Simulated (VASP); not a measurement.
# Ti4S in VASP: a series of runs

Ti4S is run at these levels: PBE; tasks: relaxation of the atoms.

Program: VASP 6.6.1. These are calculated values, not measurements. Logs are shortened: lines on timing, memory, paths and dates and some standing lists are left out, and cuts for length are marked.

### Step 1. The cell of the first run

The cell holds a slab with vacuum, 5 atoms: a = 3.255 Å, b = 3.255 Å, c = 20.179 Å, α = 90.00°, β = 90.00°, γ = 90.00°.

### Step 2. Relaxation of the atoms, PBE

The input, INCAR:

```
SYSTEM = Ti4S
ALGO = Normal
DIPOL = 0.5 0.5 0.354
EDIFF = 1E-7
EDIFFG = -0.025
ENCUT = 520
GGA = PE
IBRION = 2
IDIPOL = 3
ISIF = 2
ISMEAR = 0
LASPH = .TRUE.
LCHARG = .FALSE.
LDIPOL = .TRUE.
LREAL = .FALSE.
LWAVE = .FALSE.
NELM = 80
NSW = 36
PREC = Accurate
SIGMA = 0.1
```

The input, KPOINTS:

```
k-points
0
G
  8 8 1
  0 0 0
```

The input, POSCAR:

```
Ti4S
1.0
    3.2553359259      0.0000000000      0.0000000000
    0.0000000000      3.2553359259      0.0000000000
    0.0000000000      0.0000000000     20.1793674375
Ti S
4 1
Selective dynamics
Direct
    0.5000000000      0.5000000000      0.1982222690  F F F
    0.0000000000      0.0000000000      0.2788822782  F F F
    0.5000000000      0.5000000000      0.3551865247  F F F
    0.0000000000      0.0000000000      0.4301109767  F F F
    0.3750000000      0.3750000000      0.5054354389  F F T
```

Potentials or basis: VASP PAW PBE potentials, release 64 (Ti_sv, S).

Run with:

```bash
cat potpaw_PBE.64/Ti_sv/POTCAR potpaw_PBE.64/S/POTCAR > POTCAR
mpirun -np 1 vasp_std > vasp.out
```

OUTCAR:

```text
SYSTEM = Ti4S
   EDIFF = 1E-7
   EDIFFG = -0.025
   ENCUT = 520
   GGA = PE
   IBRION = 2
   ISIF = 2
   ISMEAR = 0
   LASPH = .TRUE.
   LREAL = .FALSE.
   NELM = 80
   NSW = 36
   PREC = Accurate

 ion  position               nearest neighbor table
   1  0.500  0.500  0.198-   2 2.82   2 2.82   2 2.82   2 2.82
   2  0.000  0.000  0.279-   3 2.77   3 2.77   3 2.77   3 2.77   1 2.82   1 2.82   1 2.82   1 2.82

   3  0.500  0.500  0.355-   4 2.75   4 2.75   4 2.75   4 2.75   2 2.77   2 2.77   2 2.77   2 2.77

   4  0.000  0.000  0.430-   5 2.30   3 2.75   3 2.75   3 2.75   3 2.75   5 2.82   5 2.82
   5  0.375  0.375  0.505-   4 2.30   4 2.82   4 2.82

  LATTYP: Found a simple tetragonal cell.
 ALAT       =     3.2553359259
 C/A-ratio  =     6.1988587036

  Lattice vectors:

 A1 = (   3.2553359259,   0.0000000000,   0.0000000000)
 A2 = (   0.0000000000,   3.2553359259,   0.0000000000)
 A3 = (   0.0000000000,   0.0000000000,  20.1793674375)

Analysis of symmetry for initial positions (statically):
=====================================================================
 Subroutine PRICEL returns:
 Original cell was already a primitive cell.

 Routine SETGRP: Setting up the symmetry group for a
 simple tetragonal supercell.

 Subroutine GETGRP returns: Found  2 space group operations
 (whereof  2 operations were pure point group operations)
 out of a pool of 16 trial point group operations.

The static configuration has the point symmetry C_1h.

Analysis of symmetry for dynamics (positions and initial velocities):
=====================================================================
 Subroutine PRICEL returns:
 Original cell was already a primitive cell.

 Routine SETGRP: Setting up the symmetry group for a
 simple tetragonal supercell.

 Subroutine GETGRP returns: Found  2 space group operations
 (whereof  2 operations were pure point group operations)
 out of a pool of 16 trial point group operations.

The dynamic configuration has the point symmetry C_1h.

Analysis of constrained symmetry for selective dynamics:
=====================================================================
 Subroutine PRICEL returns:
 Original cell was already a primitive cell.

 Routine SETGRP: Setting up the symmetry group for a
 simple tetragonal supercell.

 Subroutine GETGRP returns: Found  2 space group operations
 (whereof  2 operations were pure point group operations)
 out of a pool of 16 trial point group operations.

The constrained configuration has the point symmetry C_1h.

 Subroutine INISYM returns: Found  2 space group operations
 (whereof  2 operations are pure point group operations),
 and found     1 'primitive' translations

----------------------------------------------------------------------------------------

                                     Primitive cell

  volume of cell :     213.8450

  direct lattice vectors                    reciprocal lattice vectors
     3.255335926  0.000000000  0.000000000     0.307187959  0.000000000  0.000000000
     0.000000000  3.255335926  0.000000000     0.000000000  0.307187959  0.000000000
     0.000000000  0.000000000 20.179367438     0.000000000  0.000000000  0.049555567

  length of vectors
     3.255335926  3.255335926 20.179367438     0.307187959  0.307187959  0.049555567

  position of ions in fractional coordinates (direct lattice)
     0.500000000  0.500000000  0.198222269
     0.000000000  0.000000000  0.278882278
     0.500000000  0.500000000  0.355186525
     0.000000000  0.000000000  0.430110977
     0.375000000  0.375000000  0.505435439

  ion indices of the primitive-cell ions
   primitive index   ion index
                 1           1
                 2           2
                 3           3
                 4           4
                 5           5

----------------------------------------------------------------------------------------

 KPOINTS: k-points

Automatic generation of k-mesh.
 Grid dimensions read from file:
 generate k-points for:    8    8    1

 Generating k-lattice:

  Cartesian coordinates                     Fractional coordinates (reciprocal lattice)
     0.038398495  0.000000000  0.000000000     0.125000000  0.000000000  0.000000000
     0.000000000  0.038398495  0.000000000     0.000000000  0.125000000  0.000000000
     0.000000000  0.000000000  0.049555567     0.000000000  0.000000000  1.000000000

  Length of vectors
     0.038398495  0.038398495  0.049555567

  Shift w.r.t. Gamma in fractional coordinates (k-lattice)
     0.000000000  0.000000000  0.000000000

 Subroutine IBZKPT returns following result:
 ===========================================

 Found     21 irreducible k-points:

 Following reciprocal coordinates:
            Coordinates               Weight
  0.000000  0.000000  0.000000      1.000000
  0.125000  0.000000  0.000000      4.000000
  0.250000  0.000000  0.000000      4.000000
  0.375000  0.000000  0.000000      4.000000
  0.500000  0.000000  0.000000      2.000000
  0.125000  0.125000  0.000000      2.000000
[... 13 lines left out ...]
  0.500000  0.375000  0.000000      4.000000
  0.500000  0.500000  0.000000      1.000000
   k-points           NKPTS =     21   k-points in BZ     NKDIM =     21   number of bands    NBANDS=     32
   number of dos      NEDOS =    301   number of ions     NIONS =      5
   total plane-waves  NPLWV =  86400
   dimension x,y,z NGX =    24 NGY =   24 NGZ =  150
   dimension x,y,z NGXF=    48 NGYF=   48 NGZF=  300
   ions per type =               4   1
   NGX,Y,Z   is equivalent  to a cutoff of  12.26, 12.26, 12.36 a.u.
   NGXF,Y,Z  is equivalent  to a cutoff of  24.51, 24.51, 24.72 a.u.
 SYSTEM =  Ti4S
   PREC   = accura    normal or accurate (medium, high low for compatibility)
   ISTART =      0    job   : 0-new  1-cont  2-samecut
   ICHARG =      2    charge: 1-file 2-atom 10-const
   ISPIN  =      1    spin polarized calculation?
   LNONCOLLINEAR =      F non collinear calculations
   LSORBIT =      F    spin-orbit coupling
   LASPH  =      T    aspherical Exc in radial PAW
   ENCUT  =  520.0 eV  38.22 Ry    6.18 a.u.   6.05  6.05 37.52*2*pi/ulx,y,z
   NELM   =     80;   NELMIN=  2; NELMDL= -5     # of ELM steps
   EDIFF  = 0.1E-06   stopping-criterion for ELM
   LREAL  =      F    real-space projection
   EDIFFG = -.3E-01   stopping-criterion for IOM
   NSW    =     36    number of steps for IOM
   IBRION =      2    ionic relax: 0-MD 1-quasi-New 2-CG
   NFREE  =      1    steps in history (QN), initial steepest desc. (CG)
   ISIF   =      2    stress and relaxation
   ISYM   =      2    0-nonsym 1-usesym 2-fastsym
   POTIM  = 0.5000    time-step for ionic-motion
   TEBEG  =    0.0;   TEEND  =   0.0 temperature during run
   PSTRESS=    0.0 pullay stress
   NELECT =      54.0000    total number of electrons
   NUPDOWN=      -1.0000    fix difference up-down
   EMIN   =  10.00;   EMAX   =-10.00  energy-range for DOS
   EFERMI =   0.00;   METHOD = LEGACY
   ISMEAR =     0;   SIGMA  =   0.10  broadening in eV -4-tet -1-fermi 0-gaus
   EFERMI_NEDOS =   21; number of points for ismear=-14 and -15
   IALGO  =     38    algorithm
   IMIX   =      4    mixing-type and parameters
     AMIX     =   0.40;   BMIX     =  1.00
     AMIX_MAG =   1.60;   BMIX_MAG =  1.00
  volume/ion in A,a.u.               =      42.77       288.62
  Fermi-wavevector in a.u.,A,eV,Ry     =   1.034760  1.955413 14.568147  1.070729
  Thomas-Fermi vector in A             =   2.169071
   LORBIT       =      0    0 simple, 1 ext, 2 COOP (PROOUT), +10 PAW based schemes
   GGA     = PE    functional components
   LHFCALC =     F    Hartree Fock is set to
   AEXX    =    0.0000 exact exchange contribution
   IVDW    =     0    specifies the selected vdW correction
   LEPSILON=     F    determine dielectric tensor
   LRPA    =     F    only Hartree local field effects (RPA)
 conjugate gradient relaxation of ions
 non-spin polarized calculation
 Gauss-broadening in eV      SIGMA  =   0.10
  energy-cutoff  :      520.00
  volume of cell :      213.85
 maximum number of plane-waves:      5808
   NGX = 13   NGY = 13   NGZ = 75

 dipolmoment           0.000000      0.000000     -0.003449 electrons x Angstroem

--------------------------------------- Ionic step        1  -------------------------------------------

 number of electron      54.0000021 magnetization

 Free energy of the ion-electron system (eV)
  ---------------------------------------------------
  ext. energy  EPLUGINS =         0.00000000
  ---------------------------------------------------
  free energy    TOTEN  =       -35.34608997 eV

  energy without entropy =      -35.30438697  energy(sigma->0) =      -35.32523847

------------------------ aborting loop because EDIFF is reached ----------------------------------------

  FORCE on cell =-STRESS in cart. coord.  units (eV):
  Direction    XX          YY          ZZ          XY          YZ          ZX
  --------------------------------------------------------------------------------------
  -------------------------------------------------------------------------------------
  Total       -1.0386818     -1.0386818     -3.1982391      1.0982691      1.8190344      1.8190343
  in kB       -7.7820484     -7.7820484    -23.9619601      8.2284907     13.6286341     13.6286330
  external PRESSURE =     -13.1753523 kB  Pullay stress =       0.0000000 kB
[... 102 lines left out ...]
  energy  without entropy=      -35.5819578737  energy(sigma->0) =      -35.60159456

--------------------------------------- Ionic step        4  -------------------------------------------

 number of electron      54.0000020 magnetization

 dipolmoment           0.000000      0.000000      0.102637 electrons x Angstroem

 Free energy of the ion-electron system (eV)
  ---------------------------------------------------
  ext. energy  EPLUGINS =         0.00000000
  ---------------------------------------------------
  free energy    TOTEN  =       -35.62132013 eV

  energy without entropy =      -35.58208416  energy(sigma->0) =      -35.60170215

 E-fermi :   0.7876     XC(G=0):  -5.3130

 val. band max:        0.7754324131   @ k =   0.3750   0.2500   0.0000
 cond. band min:       0.7913391988   @ k =   0.2500   0.2500   0.0000
 fundamental gap:      0.0159067857
 Fermi energy:         0.7876266995

 k-point     1 :       0.0000    0.0000    0.0000
  band No.  band energies     occupation
      1     -56.2405      2.00000
      2     -56.0296      2.00000
      3     -55.5372      2.00000
      4     -55.3865      2.00000
      5     -32.5782      2.00000
      6     -32.4109      2.00000
[... 724 lines left out ...]
     31       2.7734      0.00000
     32       2.8335      0.00000

------------------------ aborting loop because EDIFF is reached ----------------------------------------

 vacuum level on the upper side and lower side of the slab       (xc-potential included)         0.846        -0.862

  FORCE on cell =-STRESS in cart. coord.  units (eV):
  Direction    XX          YY          ZZ          XY          YZ          ZX
  --------------------------------------------------------------------------------------
  -------------------------------------------------------------------------------------
  Total        0.8600195      0.8600195      0.2608865      2.6069234      3.4560968      3.4560987
  in kB        6.4434683      6.4434683      1.9546228     19.5316836     25.8938909     25.8939049
  external PRESSURE =       4.9471864 kB  Pullay stress =       0.0000000 kB

 VOLUME and BASIS-vectors are now :
 -----------------------------------------------------------------------------
  energy-cutoff  :      520.00
  volume of cell :      213.85
      direct lattice vectors                 reciprocal lattice vectors
     3.255335926  0.000000000  0.000000000     0.307187959  0.000000000  0.000000000
     0.000000000  3.255335926  0.000000000     0.000000000  0.307187959  0.000000000
     0.000000000  0.000000000 20.179367438     0.000000000  0.000000000  0.049555567
[... 11 lines left out ...]
  FREE ENERGIE OF THE ION-ELECTRON SYSTEM (eV)
  ---------------------------------------------------
  free  energy   TOTEN  =       -35.6213201329 eV

  energy  without entropy=      -35.5820841575  energy(sigma->0) =      -35.60170215

 reached required accuracy - stopping structural energy minimisation

 vacuum level on the upper side and lower side of the slab         5.732         3.936
```

It took 9.6 min on 1 thread of Intel Xeon Platinum 8488C (Sapphire Rapids), shared host; peak memory 0.35 GiB.

What came out:

```yaml
Free_energy: -35.6213 eV
Energy_gained_by_relaxing: 55.0 meV/atom
Ionic_steps: 4
Band_gap_on_the_k_mesh: zero (bands 27 and 28 overlap by 0.94 eV)
```

The path:
```tsv
step	energy change (eV)	largest force on free atoms (eV/Å)	pressure (GPa)
1	0.0000	1.9703	-1.32
2	-0.1592	1.3549	-0.74
3	-0.2751	0.0406	0.45
4	-0.2752	0.0064	0.49
```

Final structure:
```
Ti S
1.0
     3.25534    0.00000    0.00000
     0.00000    3.25534    0.00000
     0.00000    0.00000   20.17937
Ti S
4 1
Direct
  0.50000 0.50000 0.19822
  0.00000 0.00000 0.27888
  0.50000 0.50000 0.35519
  0.00000 0.00000 0.43011
  0.37500 0.37500 0.49254
```

Levels at points of the mesh, in eV from the Fermi level:
```csv
k point,band 25,band 26,band 27,band 28,band 29,band 30
"(0.00, 0.00, 0.00)",-0.32,0.20,0.70,0.96,0.98,0.99
"(0.50, 0.00, 0.00)",-0.32,-0.17,0.01,0.10,0.41,0.77
"(0.50, 0.50, 0.00)",-0.65,-0.41,-0.40,0.05,0.07,1.38
```

### Step 3. Relaxation of the atoms, PBE

The input, INCAR:

```
SYSTEM = Ti4S
PREC = Accurate
ENCUT = 520
EDIFF = 1E-6
ISMEAR = 0
SIGMA = 0.1
LREAL = .False.
LASPH = .True.
NELM = 100
ALGO = Fast
ISIF = 2
LWAVE = .False.
LCHARG = .False.
LDIPOL = .True.
IDIPOL = 3
DIPOL = 0.5 0.5 0.360
GGA = PE
IBRION = 2
NSW = 36
EDIFFG = -0.025
```

The input, KPOINTS:

```
Automatic mesh
0
Gamma
  8 8 1
  0 0 0
```

Changes to POSCAR since step 2:

```diff
@@ -13,2 +13,2 @@
     0.0000000000      0.0000000000      0.4301109767  F F F
-    0.3750000000      0.3750000000      0.5054354389  F F T
+    0.1250000000      0.1250000000      0.5356429030  F F T
```

Potentials or basis: VASP PAW PBE potentials, release 64 (Ti_sv, S).

Run with:

```bash
cat potpaw_PBE.64/Ti_sv/POTCAR potpaw_PBE.64/S/POTCAR > POTCAR
mpirun -np 1 vasp_std > vasp.out
```

Wall time 26 min (1 thread of Oxide Virtual Turin-like, shared host); peak memory 0.33 GiB.

It converged, with:

| Quantity | Value |
| --- | --- |
| Free energy | -33.6141 eV |
| Energy gained by relaxing | 0.8 meV/atom |
| Ionic steps | 4 |
| Band gap on the k mesh | zero (bands 27 and 28 overlap by 0.61 eV) |

Step by step:
```tsv
step	energy change (eV)	largest force on free atoms (eV/Å)	pressure (GPa)
1	0.0000	0.2822	-0.94
2	-0.0030	0.1506	-0.82
3	-0.0040	0.0373	-0.72
4	-0.0041	0.0023	-0.69
```

Final structure:
```xyz
5
Lattice="3.2553 0.0000 0.0000 0.0000 3.2553 0.0000 0.0000 0.0000 20.1794" Properties=species:S:1:pos:R:3 pbc="T T T"
Ti    1.6277    1.6277    4.0000
Ti    0.0000    0.0000    5.6277
Ti    1.6277    1.6277    7.1674
Ti    0.0000    0.0000    8.6794
S     0.4069    0.4069   10.7811
```

Levels at points of the mesh, in eV from the Fermi level:
```csv
k point,band 25,band 26,band 27,band 28,band 29,band 30
"(0.00, 0.00, 0.00)",0.02,0.16,0.26,0.82,0.91,0.92
"(0.50, 0.00, 0.00)",-0.22,-0.17,0.00,0.36,0.83,0.86
"(0.50, 0.50, 0.00)",-0.65,-0.56,-0.35,-0.34,0.06,0.16
```
